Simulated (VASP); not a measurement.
# CoO (Fm-3m) in VASP: further runs

Runs on CoO. Level: PBE. Tasks: electric field gradients.

Program: VASP 6.6.1. These are calculated values, not measurements. Logs are shortened: lines on timing, memory, paths and dates and some standing lists are left out, and cuts for length are marked.

## (1) The cell of the first run

Symmetry: Fm-3m, No. 225, cubic system. Conventional cell: a = 4.205 Å, b = 4.205 Å, c = 4.205 Å, α = 90.00°, β = 90.00°, γ = 90.00°. Within 2.8 Å of Co (site symmetry m-3m) lie 6 O at 2.10 Å. O (site symmetry m-3m) has 6 Co at 2.10 Å within 2.8 Å.

## (2) Electric field gradients, PBE, collinear spin, ferromagnetic start (9.30 Å³/atom)

File INCAR:

```
ALGO = Normal
EDIFF = 1E-8
ENCUT = 520
GGA = PE
ISIF = 2
ISMEAR = -1
ISPIN = 2
LASPH = True
LCHARG = False
LEFG = True
LMAXMIX = 4
LORBIT = 11
LREAL = False
LWAVE = False
MAGMOM = 2 0
NBANDS = 18
NELM = 150
PREC = Accurate
SIGMA = 0.05
```

File KPOINTS:

```
k-points
0
Gamma
  16 16 16
```

File POSCAR:

```
CoO
1.0
    0.0000000000      2.1026924146      2.1026924146
    2.1026924146      0.0000000000      2.1026924146
    2.1026924146      2.1026924146      0.0000000000
Co O
1 1
Direct
    0.0000000000      0.0000000000      0.0000000000
    0.5000000000      0.5000000000      0.5000000000
```

Potentials or basis: VASP PAW PBE potentials, release 64 (Co, O).

Run with:

```bash
> cat potpaw_PBE.64/Co/POTCAR potpaw_PBE.64/O/POTCAR > POTCAR
> mpirun -np 1 vasp_std > vasp.out
```

OUTCAR:

```text
EDIFF = 1E-8
   ENCUT = 520
   GGA = PE
   ISIF = 2
   ISMEAR = -1
   ISPIN = 2
   LASPH = True
   LORBIT = 11
   LREAL = False
   NELM = 150
   PREC = Accurate

 ion  position               nearest neighbor table
   1  0.000  0.000  0.000-   2 2.10   2 2.10   2 2.10   2 2.10   2 2.10   2 2.10
   2  0.500  0.500  0.500-   1 2.10   1 2.10   1 2.10   1 2.10   1 2.10   1 2.10

  LATTYP: Found a face centered cubic cell.
 ALAT       =     4.2053848292

  Lattice vectors:

 A1 = (   0.0000000000,   2.1026924146,   2.1026924146)
 A2 = (   2.1026924146,   0.0000000000,   2.1026924146)
 A3 = (   2.1026924146,   2.1026924146,   0.0000000000)

Analysis of symmetry for initial positions (statically):
=====================================================================
 Subroutine PRICEL returns:
 Original cell was already a primitive cell.

 Routine SETGRP: Setting up the symmetry group for a
 face centered cubic supercell.

 Subroutine GETGRP returns: Found 48 space group operations
 (whereof 48 operations were pure point group operations)
 out of a pool of 48 trial point group operations.

The static configuration has the point symmetry O_h .

Analysis of symmetry for dynamics (positions and initial velocities):
=====================================================================
 Subroutine PRICEL returns:
 Original cell was already a primitive cell.

 Routine SETGRP: Setting up the symmetry group for a
 face centered cubic supercell.

 Subroutine GETGRP returns: Found 48 space group operations
 (whereof 48 operations were pure point group operations)
 out of a pool of 48 trial point group operations.

The dynamic configuration has the point symmetry O_h .

Analysis of structural, dynamic, and magnetic symmetry:
=====================================================================
 Subroutine PRICEL returns:
 Original cell was already a primitive cell.

 Routine SETGRP: Setting up the symmetry group for a
 face centered cubic supercell.

 Subroutine GETGRP returns: Found 48 space group operations
 (whereof 48 operations were pure point group operations)
 out of a pool of 48 trial point group operations.

The overall configuration has the point symmetry O_h .

 Subroutine INISYM returns: Found 48 space group operations
 (whereof 48 operations are pure point group operations),
 and found     1 'primitive' translations

----------------------------------------------------------------------------------------

                                     Primitive cell

  volume of cell :      18.5933

  direct lattice vectors                    reciprocal lattice vectors
     0.000000000  2.102692415  2.102692415    -0.237790367  0.237790367  0.237790367
     2.102692415  0.000000000  2.102692415     0.237790367 -0.237790367  0.237790367
     2.102692415  2.102692415  0.000000000     0.237790367  0.237790367 -0.237790367

  length of vectors
     2.973656130  2.973656130  2.973656130     0.411864996  0.411864996  0.411864996

  position of ions in fractional coordinates (direct lattice)
     0.000000000  0.000000000  0.000000000
     0.500000000  0.500000000  0.500000000

  ion indices of the primitive-cell ions
   primitive index   ion index
                 1           1
                 2           2

----------------------------------------------------------------------------------------

 KPOINTS: k-points

Automatic generation of k-mesh.
 Grid dimensions read from file:
 generate k-points for:   16   16   16

 Generating k-lattice:

  Cartesian coordinates                     Fractional coordinates (reciprocal lattice)
[... 59 lines left out ...]
   NELM   =    150;   NELMIN=  2; NELMDL= -5     # of ELM steps
   EDIFF  = 0.1E-07   stopping-criterion for ELM
   LREAL  =      F    real-space projection
   EDIFFG = 0.1E-06   stopping-criterion for IOM
   NSW    =      0    number of steps for IOM
   IBRION =     -1    ionic relax: 0-MD 1-quasi-New 2-CG
   NFREE  =      0    steps in history (QN), initial steepest desc. (CG)
   ISIF   =      2    stress and relaxation
   ISYM   =      2    0-nonsym 1-usesym 2-fastsym
   POTIM  = 0.5000    time-step for ionic-motion
   TEBEG  =    0.0;   TEEND  =   0.0 temperature during run
   PSTRESS=    0.0 pullay stress
   NELECT =      15.0000    total number of electrons
   NUPDOWN=      -1.0000    fix difference up-down
   EMIN   =  10.00;   EMAX   =-10.00  energy-range for DOS
   EFERMI =   0.00;   METHOD = LEGACY
   ISMEAR =    -1;   SIGMA  =   0.05  broadening in eV -4-tet -1-fermi 0-gaus
   EFERMI_NEDOS =   21; number of points for ismear=-14 and -15
   IALGO  =     38    algorithm
   IMIX   =      4    mixing-type and parameters
     AMIX     =   0.40;   BMIX     =  1.00
     AMIX_MAG =   1.60;   BMIX_MAG =  1.00
  volume/ion in A,a.u.               =       9.30        62.74
  Fermi-wavevector in a.u.,A,eV,Ry     =   1.524004  2.879950 31.600740  2.322589
  Thomas-Fermi vector in A             =   2.632370
   LORBIT       =     11    0 simple, 1 ext, 2 COOP (PROOUT), +10 PAW based schemes
   GGA     = PE    functional components
   LHFCALC =     F    Hartree Fock is set to
   AEXX    =    0.0000 exact exchange contribution
   IVDW    =     0    specifies the selected vdW correction
   LEPSILON=     F    determine dielectric tensor
   LRPA    =     F    only Hartree local field effects (RPA)
 spin polarized calculation
  energy-cutoff  :      520.00
  volume of cell :       18.59
 maximum number of plane-waves:       531
 NGX is ok and might be reduce to    24
   NGX = 11   NGY = 11   NGZ = 11

 number of electron      14.9999998 magnetization       2.7544210

 Free energy of the ion-electron system (eV)
  ---------------------------------------------------
  ext. energy  EPLUGINS =         0.00000000
  ---------------------------------------------------
  free energy    TOTEN  =       -13.05649562 eV

  energy without entropy =      -13.02062707  energy(sigma->0) =      -13.03856134

 E-fermi :   8.4603     XC(G=0): -12.6313

 val. band max:        8.4536512822   @ k =  -0.2500   0.1875   0.0625
 cond. band min:       8.4627895256   @ k =   0.3125   0.2500   0.0000
 fundamental gap:      0.0091382434
 Fermi energy:         8.4603017707

 spin component 1

 k-point     1 :       0.0000    0.0000    0.0000
  band No.  band energies     occupation
      1     -12.1000      1.00000
      2       5.1642      1.00000
      3       5.1642      1.00000
      4       5.1642      1.00000
      5       5.2442      1.00000
      6       5.2442      1.00000
[... 493 lines left out ...]
     17      32.1754      0.00000
     18      34.8556      0.00000

 [... further k-points ...]

 spin component 2

 k-point     1 :       0.0000    0.0000    0.0000
  band No.  band energies     occupation
      1     -11.6561      1.00000
      2       5.6602      1.00000
      3       5.6602      1.00000
      4       5.6602      1.00000
      5       7.2729      1.00000
      6       7.2730      1.00000
[... 493 lines left out ...]
     17      32.9906      0.00000
     18      35.6836      0.00000

 [... further k-points ...]

------------------------ aborting loop because EDIFF is reached ----------------------------------------

  FORCE on cell =-STRESS in cart. coord.  units (eV):
  Direction    XX          YY          ZZ          XY          YZ          ZX
  --------------------------------------------------------------------------------------
  -------------------------------------------------------------------------------------
  Total        0.4897268      0.4897268      0.4897268      0.0000000      0.0000000     -0.0000000
  in kB       42.1994939     42.1994939     42.1994939      0.0000000      0.0000000     -0.0000000
  external PRESSURE =      42.1994939 kB  Pullay stress =       0.0000000 kB

 VOLUME and BASIS-vectors are now :
 -----------------------------------------------------------------------------
  energy-cutoff  :      520.00
  volume of cell :       18.59
      direct lattice vectors                 reciprocal lattice vectors
     0.000000000  2.102692415  2.102692415    -0.237790367  0.237790367  0.237790367
     2.102692415  0.000000000  2.102692415     0.237790367 -0.237790367  0.237790367
     2.102692415  2.102692415  0.000000000     0.237790367  0.237790367 -0.237790367

 POSITION                                       TOTAL-FORCE (eV/Angst)
 -----------------------------------------------------------------------------------
      0.00000      0.00000      0.00000        -0.000000     -0.000000      0.000000
      2.10269      2.10269      2.10269         0.000000      0.000000     -0.000000
 -----------------------------------------------------------------------------------
    total drift:                                0.000000     -0.000000     -0.000000

  FREE ENERGIE OF THE ION-ELECTRON SYSTEM (eV)
  ---------------------------------------------------
  free  energy   TOTEN  =       -13.0564956167 eV

  energy  without entropy=      -13.0206270669  energy(sigma->0) =      -13.03856134

 Electric field gradients (V/A^2)
---------------------------------------------------------------------
 ion       V_xx      V_yy      V_zz      V_xy      V_xz      V_yz
---------------------------------------------------------------------
   1      -0.000    -0.000     0.000     0.001     0.001     0.001
   2      -0.000    -0.000     0.000    -0.002    -0.002    -0.002
---------------------------------------------------------------------

 Electric field gradients after diagonalization (V/A^2)
 (convention: |V_zz| > |V_xx| > |V_yy|)
----------------------------------------------------------------------
 ion       V_xx      V_yy      V_zz     asymmetry (V_yy - V_xx)/ V_zz
----------------------------------------------------------------------
   1      -0.001    -0.001     0.002       0.000
   2       0.002     0.002    -0.004       0.000
----------------------------------------------------------------------

           NMR quadrupolar parameters

 Cq : quadrupolar parameter    Cq=e*Q*V_zz/h
 eta: asymmetry parameters     (V_yy - V_xx)/ V_zz
 Q  : nuclear electric quadrupole moment in mb (millibarn)
----------------------------------------------------------------------
 ion       Cq(MHz)       eta       Q (mb)
----------------------------------------------------------------------
   1       0.000       0.000       1.000
   2      -0.000       0.000       1.000
----------------------------------------------------------------------

 total charge

# of ion       s       p       d       tot
------------------------------------------
    1        0.304   0.381   7.182   7.867
    2        1.557   3.438   0.000   4.995
--------------------------------------------------
tot          1.861   3.819   7.182  12.862

 magnetization (x)

# of ion       s       p       d       tot
------------------------------------------
    1        0.021   0.019   2.409   2.449
    2        0.029   0.231   0.000   0.260
--------------------------------------------------
tot          0.050   0.249   2.409   2.709
```

It took 2.7 min on 1 thread of Intel Xeon 8259CL, shared host; peak memory 0.21 GiB.

What came out:

```yaml
Free_energy: -13.0565 eV
Pressure: 4.2 GPa
Net_moment: 2.75 μB per cell
Site_moments: Co +2.45; O +0.26 μB
Largest_electric_field_gradient_by_atom: under 0.05 V/Å² on every atom
Valence_electrons_inside_the_program's_atomic_spheres: Co 7.87; O 5.00
```

Caveat: the cell stands under pressure; a cell with one magnetic atom can't hold antiferromagnetic order, which such compounds often take; semilocal functionals often make such compounds metallic where correlation or magnetic order opens a gap, which also shifts bond lengths.

[end of part 1 of 2]
